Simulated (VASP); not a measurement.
# PbO (F-43m) in VASP: G0W0 quasiparticle levels with LDA

Aim: the G0W0 quasiparticle levels of PbO with LDA.

Program: VASP 6.6.1. These are calculated values, not measurements. Logs are shortened: lines on timing, memory, paths and dates and some standing lists are left out, and cuts for length are marked.

## Step 1: The cell of the first run

The structure is cubic, space group F-43m (No. 216). Conventional cell: a = 5.598 Å, b = 5.598 Å, c = 5.598 Å, α = 90.00°, β = 90.00°, γ = 90.00°. Within 3.2 Å of Pb (site symmetry -43m) lie 4 O at 2.42 Å. O (site symmetry -43m) has 4 Pb at 2.42 Å within 3.2 Å.

## Step 2: G0W0 quasiparticle levels, LDA

File POSCAR:

```
PbO
1.0
    0.0000000000      2.7987768025      2.7987768025
    2.7987768025      0.0000000000      2.7987768025
    2.7987768025      2.7987768025      0.0000000000
Pb O
1 1
Direct
    0.0000000000      0.0000000000      0.0000000000
    0.2500000000      0.2500000000      0.2500000000
```

File INCAR.step1:

```
  PREC = Accurate
  ENCUT = 500
  EDIFF = 1E-8
  ISMEAR = 0
  SIGMA = 0.01
  LREAL = False
  LASPH = True
  NELM = 80
  ALGO = Normal
  LWAVE = True
  LCHARG = False
```

File INCAR.step2:

```
  PREC = Accurate
  ENCUT = 500
  EDIFF = 1E-8
  ISMEAR = 0
  SIGMA = 0.01
  LREAL = False
  LASPH = True
  NELM = 1
  ALGO = Exact
  LWAVE = True
  LCHARG = False
  NBANDS = 175
  LOPTICS = True
  ISTART = 1
```

File INCAR.step3:

```
  PREC = Accurate
  ENCUT = 500
  EDIFF = 1E-8
  ISMEAR = 0
  SIGMA = 0.01
  LREAL = False
  LASPH = True
  ALGO = EVGW0
  LWAVE = False
  LCHARG = False
  NELMGW = 1
  NBANDS = 175
  ENCUTGW = 140.0
  NOMEGA = 96
  PRECFOCK = Fast
  ISTART = 1
  NBANDSGW = 19
  OMEGAMAX = 20
```

File KPOINTS:

```
Automatic mesh
0
Gamma
  4 4 4
```

Potentials or basis: VASP PAW LDA potentials, release 64 (Pb_d_GW, O_GW).

On the command line:

```console
cat potpaw_LDA.64/Pb_d_GW/POTCAR potpaw_LDA.64/O_GW/POTCAR > POTCAR
cp INCAR.step1 INCAR
mpirun -np 1 vasp_std > vasp.out
cp INCAR.step2 INCAR
mpirun -np 1 vasp_std > vasp.out
cp INCAR.step3 INCAR
mpirun -np 1 vasp_std > vasp.out
```

OUTCAR:

```text
PREC = Accurate
   ENCUT = 500
   EDIFF = 1E-8
   ISMEAR = 0
   LREAL = False
   LASPH = True
   NELMGW = 1
   ENCUTGW = 140.0
   PRECFOCK = Fast
   ISTART = 1

 ion  position               nearest neighbor table
   1  0.000  0.000  0.000-   2 2.42   2 2.42   2 2.42   2 2.42
   2  0.250  0.250  0.250-   1 2.42   1 2.42   1 2.42   1 2.42

  LATTYP: Found a face centered cubic cell.
 ALAT       =     5.5975536050

  Lattice vectors:

 A1 = (   0.0000000000,   2.7987768025,   2.7987768025)
 A2 = (   2.7987768025,   0.0000000000,   2.7987768025)
 A3 = (   2.7987768025,   2.7987768025,   0.0000000000)

Analysis of symmetry for initial positions (statically):
=====================================================================
 Subroutine PRICEL returns:
 Original cell was already a primitive cell.

 Routine SETGRP: Setting up the symmetry group for a
 face centered cubic supercell.

 Subroutine GETGRP returns: Found 24 space group operations
 (whereof 24 operations were pure point group operations)
 out of a pool of 48 trial point group operations.

The static configuration has the point symmetry T_d .

Analysis of symmetry for dynamics (positions and initial velocities):
=====================================================================
 Subroutine PRICEL returns:
 Original cell was already a primitive cell.

 Routine SETGRP: Setting up the symmetry group for a
 face centered cubic supercell.

 Subroutine GETGRP returns: Found 24 space group operations
 (whereof 24 operations were pure point group operations)
 out of a pool of 48 trial point group operations.

The dynamic configuration has the point symmetry T_d .

 Subroutine INISYM returns: Found 24 space group operations
 (whereof 24 operations are pure point group operations),
 and found     1 'primitive' translations

----------------------------------------------------------------------------------------

                                     Primitive cell

  volume of cell :      43.8465

  direct lattice vectors                    reciprocal lattice vectors
[... 38 lines left out ...]
 ===========================================

 Found      8 irreducible k-points:

 Following reciprocal coordinates:
            Coordinates               Weight
  0.000000  0.000000  0.000000      1.000000
  0.250000  0.000000  0.000000      8.000000
  0.500000  0.000000  0.000000      4.000000
  0.250000  0.250000  0.000000      6.000000
  0.500000  0.250000  0.000000     24.000000
 -0.250000  0.250000  0.000000     12.000000
  0.500000  0.500000  0.000000      3.000000
 -0.250000  0.500000  0.250000      6.000000
   k-points           NKPTS =      8   k-points in BZ     NKDIM =     64   number of bands    NBANDS=    175
   number of dos      NEDOS =    301   number of ions     NIONS =      2
   total plane-waves  NPLWV =  27000
   dimension x,y,z NGX =    30 NGY =   30 NGZ =   30
   dimension x,y,z NGXF=    60 NGYF=   60 NGZF=   60
   ions per type =               1   1
   NGX,Y,Z   is equivalent  to a cutoff of  12.60, 12.60, 12.60 a.u.
   NGXF,Y,Z  is equivalent  to a cutoff of  25.20, 25.20, 25.20 a.u.
 SYSTEM =  unknown system
   PREC   = accura    normal or accurate (medium, high low for compatibility)
   ISTART =      1    job   : 0-new  1-cont  2-samecut
   ICHARG =      0    charge: 1-file 2-atom 10-const
   ISPIN  =      1    spin polarized calculation?
   LNONCOLLINEAR =      F non collinear calculations
   LSORBIT =      F    spin-orbit coupling
   LASPH  =      T    aspherical Exc in radial PAW
   ENCUT  =  500.0 eV  36.75 Ry    6.06 a.u.   7.22  7.22  7.22*2*pi/ulx,y,z
   NELM   =     60;   NELMIN=  2; NELMDL=  0     # of ELM steps
   EDIFF  = 0.1E-07   stopping-criterion for ELM
   LREAL  =      F    real-space projection
   EDIFFG = 0.1E-06   stopping-criterion for IOM
   NSW    =      0    number of steps for IOM
   IBRION =     -1    ionic relax: 0-MD 1-quasi-New 2-CG
   NFREE  =      0    steps in history (QN), initial steepest desc. (CG)
   ISIF   =      0    stress and relaxation
   ISYM   =      3    0-nonsym 1-usesym 2-fastsym
   POTIM  = 0.5000    time-step for ionic-motion
   TEBEG  =    0.0;   TEEND  =   0.0 temperature during run
   PSTRESS=    0.0 pullay stress
   NELECT =      22.0000    total number of electrons
   NUPDOWN=      -1.0000    fix difference up-down
   EMIN   =  10.00;   EMAX   =-10.00  energy-range for DOS
   EFERMI =   0.00;   METHOD = LEGACY
   ISMEAR =     0;   SIGMA  =   0.01  broadening in eV -4-tet -1-fermi 0-gaus
   EFERMI_NEDOS =   21; number of points for ismear=-14 and -15
   IALGO  =     38    algorithm
   IMIX   =      4    mixing-type and parameters
     AMIX     =   0.40;   BMIX     =  1.00
     AMIX_MAG =   1.60;   BMIX_MAG =  1.00
  volume/ion in A,a.u.               =      21.92       147.95
  Fermi-wavevector in a.u.,A,eV,Ry     =   1.300881  2.458308 23.025010  1.692291
  Thomas-Fermi vector in A             =   2.432051
   LORBIT       =      0    0 simple, 1 ext, 2 COOP (PROOUT), +10 PAW based schemes
   GGA     = CA    functional components
   LHFCALC =     T    Hartree Fock is set to
   PRECFOCK=fast      Normal, Fast or Accurate (Low or Medium for compatibility)
   ENCUT4O =  -1.0   cutoff for four orbital integrals eV
   NKREDX  =     1    reduce k-point grid by
   NKREDY  =     1    reduce k-point grid by
   NKREDZ  =     1    reduce k-point grid by
   AEXX    =    1.0000 exact exchange contribution
   HFSCREEN=    0.0000 screening length (either q_TF or 0.3 A-1)
   HFSCREENC=   0.0000 screening length for correlation (either q_TF or 0.3 A-1)
   ENCUTFOCK=  -1.0 apply spherical cutoff to Coloumb kernel
   IVDW    =     0    specifies the selected vdW correction
   LEPSILON=     F    determine dielectric tensor
   LRPA    =     F    only Hartree local field effects (RPA)
   LRPAFORCE           =     F    calculate RPA forces
   ENCUTGW             = 140.0    cutoff for response function in eV
   ENCUTGWSOFT         = 112.0    soft cutoff for Coulomb kernel in GW response function in eV
   ENCUTLF             =  -1.0    cutoff for local field effects
   NELMGW              =     1    number of iterations in solving QP/BSE equation
   NELMHF              =     1    number of iterations in the inner HF iteration
   NKREDLFX            =     1    NKREDLFY  =   1   NKREDLFZ  =   1
 non-spin polarized calculation
 Gauss-broadening in eV      SIGMA  =   0.01
  energy-cutoff  :      500.00
  volume of cell :       43.85
 maximum number of plane-waves:      1139
 NGX is ok and might be reduce to    30
  NGX = 16; NGY = 16; NGZ = 16
   NGX = 15   NGY = 15   NGZ = 15
 maximum number of plane-waves:       174

 QP shifts <psi_nk| G(iteration)W_0 |psi_nk>: iteration 1
 for sc-GW calculations column KS-energies equals QP-energies in previous step
 and V_xc(KS)=  KS-energies - (<T + V_ion + V_H > + <T+V_H+V_ion>^1  + <V_x>^1)

 k-point   1 :       0.0000    0.0000    0.0000
  band No.  KS-energies  QP-energies   sigma(KS)   V_xc(KS)     V^pw_x(r,r')   Z            occupation Imag(sigma)

      1    -136.3229    -158.7681     -28.2065       6.2325     -36.1229       0.6517       2.0000       0.6028
      2     -15.4811     -15.9115     -18.8072     -18.0474     -29.4255       0.5665       2.0000       1.4480
      3     -14.3468     -21.2765     -20.3266      -9.9214     -25.2727       0.6660       2.0000       0.3730
      4     -14.3468     -21.2765     -20.3266      -9.9214     -25.2727       0.6660       2.0000       0.3730
      5     -14.3468     -21.2765     -20.3266      -9.9214     -25.2727       0.6660       2.0000       0.3730
      6     -14.2369     -21.2725     -20.3789      -9.8377     -25.2231       0.6674       2.0000       0.2598
[... 159 lines left out ...]
      5     -14.2187     -21.2927     -20.3943      -9.8402     -25.2418       0.6703       2.0000       0.2707
      6     -14.2027     -21.2985     -20.4661      -9.8938     -25.3512       0.6712       2.0000       0.3063
[... 11 lines left out ...]
     18      15.9895      16.3358      -8.9131      -9.3656      -3.5644       0.7653       0.0000      -0.5422
     19      18.9715      19.5400      -9.2279      -9.9773      -3.6074       0.7587       0.0000      -0.6462
```

OUTCAR.step1:

```text
PREC = Accurate
   ENCUT = 500
   EDIFF = 1E-8
   ISMEAR = 0
   LREAL = False
[... 346 lines left out ...]
      0.00000      0.00000      0.00000         0.000000      0.000000      0.000000
      1.39939      1.39939      1.39939        -0.000000     -0.000000     -0.000000
 -----------------------------------------------------------------------------------
    total drift:                               -0.000000     -0.000000     -0.000000

  FREE ENERGIE OF THE ION-ELECTRON SYSTEM (eV)
  ---------------------------------------------------
  free  energy   TOTEN  =       -11.6558605732 eV

  energy  without entropy=      -11.6558605732  energy(sigma->0) =      -11.65586057
```

OUTCAR.step2:

```text
PREC = Accurate
   ENCUT = 500
   EDIFF = 1E-8
   ISMEAR = 0
   LREAL = False
[... 744 lines left out ...]
     0.00000    11.59062    11.59062    11.59062     0.00000    -0.00000    -0.00000
     3.26701     8.22520     8.22520     8.22520     0.00000    -0.00000    -0.00000
     6.53401    -1.22994    -1.22994    -1.22994    -0.00000    -0.00000     0.00000
     9.80102    -0.58064    -0.58064    -0.58064    -0.00000    -0.00000     0.00000
    13.06802     0.76333     0.76333     0.76333    -0.00000    -0.00000     0.00000
    16.33503     1.16401     1.16401     1.16401     0.00000     0.00000     0.00000
[... 92 lines left out ...]
   320.16657     0.99136     0.99136     0.99136    -0.00000     0.00000    -0.00000
   323.43358     0.99155     0.99155     0.99155    -0.00000     0.00000    -0.00000
```

Run time: 2.3 min. Hardware: 1 thread of Intel Xeon 6975P-C (Granite Rapids), shared host; peak memory 0.47 GiB.

Results:

| Quantity | Value |
| --- | --- |
| Quasiparticle gap | 0.43 eV |
| Least direct quasiparticle gap | 0.75 eV |
| Band gap of the starting levels on the mesh | 0.33 eV |
| Least direct gap of the starting levels on the mesh | 0.52 eV |

Caveat: the k points lie up to 0.49 Å⁻¹ apart; bands, screening cutoff and mesh are small and nothing is extrapolated, so the quasiparticle values aren't converged; the structure was generated, so it needn't be the stable form of PbO; spin-orbit coupling is left out, which moves the levels of the heavy elements.
